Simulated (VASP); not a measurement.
The system is BN.

```
CELL_PARAMETERS angstrom
0.00000 1.80483 1.76494
1.80483 0.00000 1.76494
1.80483 1.80483 0.00000
ATOMIC_POSITIONS crystal
B 0.00000 0.00000 0.00000
N 0.25000 0.25000 0.25000
```

This cell differs from its parent crystal: uniaxial z strain -2.2%.

Base run:

```yaml
Program: VASP 6.6.1
Functional: r2SCAN
Potentials_or_basis: VASP PAW PBE potentials, release 64 (B, N)
Cutoff: 520 eV
k_mesh: 12 × 12 × 12
Occupations: gaussian, width 0.01 eV
Spin: no spin polarisation
```

Its results: band gap on the k mesh 4.59 eV, indirect (least direct gap 9.41 eV); pressure 10.3 GPa.

**Question.** The run is repeated on the same cell with these changes: potentials or basis from VASP PAW PBE potentials, release 64 (B, N) to VASP PAW PBE potentials, release 64 (B_h, N_h); cutoff from 520 eV to 910 eV. What comes out?

**Answer.** Band gap on the k mesh 4.61 eV, indirect (least direct gap 9.43 eV); pressure 8.5 GPa.

Caveats: the PAW data sets were made with another functional, which shifts forces and pressure a little; the cutoff is under 1.25 times the usual one of these potentials, so pressure, stress and relaxed cells hold a basis-set (Pulay) error (some runs).

A k mesh can miss the band edges.
